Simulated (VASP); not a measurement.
A run of VASP 6.6.1:

The input INCAR:

```
ALGO = Normal
EDIFF = 1E-6
ENCUT = 520
ISIF = 2
ISMEAR = -1
LASPH = T
LCHARG = F
LREAL = F
LWAVE = F
NBANDS = 17
NELM = 80
PREC = Accurate
SIGMA = 0.1
```

Contents of KPOINTS:

```
k-points
0
Gamma
  11 11 6
```

File POSCAR:

```
Ca
1.0
    3.8233708447      0.0000000000      0.0000000000
   -1.9116854224      3.3111362796      0.0000000000
    0.0000000000      0.0000000000      6.2989813365
Ca
2
Direct
    0.3333333333      0.6666666667      0.2500000000
    0.6666666667      0.3333333333      0.7500000000
```

Potentials or basis: VASP PAW LDA potentials, release 64 (Ca_sv).

Command:

```sh
$ cat potpaw_LDA.64/Ca_sv/POTCAR > POTCAR
$ mpirun -np 1 vasp_std > vasp.out
```

Hardware: 1 thread of AMD EPYC 9R45 96-Core Processor (Zen 5) (shared host).

Question: How long does it take, and how much memory?

Answer: Wall time 34 s on 1 thread of AMD EPYC 9R45 96-Core Processor (Zen 5) (shared host), peak memory 0.17 GiB. Counts: scf iterations 11, k points 64.
